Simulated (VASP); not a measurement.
**GaSb: single point with PBEsol**

The system is GaSb.

```xyz
2
Lattice="-1.5559 2.6750 2.8933 1.5559 -2.6750 2.8933 1.5559 2.6750 -2.8933" Properties=species:S:1:pos:R:3 pbc="T T T"
Sb    0.0000    0.0000    2.8933
Ga    0.0000    0.0000    0.0000
```

| Item | Value |
| --- | --- |
| Program | VASP 6.6.1 |
| Task | single point |
| Functional | PBEsol |
| Potentials or basis | VASP PAW PBE potentials, release 64 (Sb, Ga_d) |
| Cutoff | 520 eV |
| k mesh | 10 × 10 × 10 |
| Occupations | fermi-dirac, width 0.05 eV |
| Spin | no spin polarisation |
| Dipole correction | no |
| Further INCAR settings | ALGO = Normal; EDIFF = 1e-06; NBANDS = 16 |

The pressure is -3.2 GPa. The band gap on the k mesh is zero (band 9 reaches 8.35 eV, above the bottom of band 10 at 3.88 eV).

Stress tensor (GPa, compression positive):
```
-2.14  0.00  0.00
 0.00 -3.45  0.00
 0.00  0.00 -3.88
```

Levels at points of the mesh, in eV from the Fermi level:
| k point | band 7 | band 8 | band 9 | band 10 | band 11 | band 12 |
| --- | --- | --- | --- | --- | --- | --- |
| (0.00, 0.00, 0.00) | -3.22 | -2.15 | -1.71 | 3.33 | 5.35 | 6.13 |
| (0.50, 0.00, 0.00) | -8.03 | -0.21 | 1.46 | 2.03 | 2.55 | 4.80 |
| (0.00, 0.50, 0.00) | -6.02 | -2.02 | -0.48 | -0.27 | 1.08 | 2.85 |
| (0.50, 0.50, 0.00) | -5.04 | -3.00 | -2.07 | -1.71 | 3.27 | 3.84 |
| (0.50, 0.50, 0.50) | -5.93 | -5.10 | -4.81 | 3.28 | 7.09 | 9.58 |

Wall time 29 s on 1 thread of Intel(R) Xeon(R) 6975P-C (Granite Rapids), with other jobs on the host, peak memory 0.27 GiB.

Caveat: the PAW data sets were made with another functional, which shifts forces and pressure a little; spin-orbit coupling is left out, which moves the levels of the heavy elements.
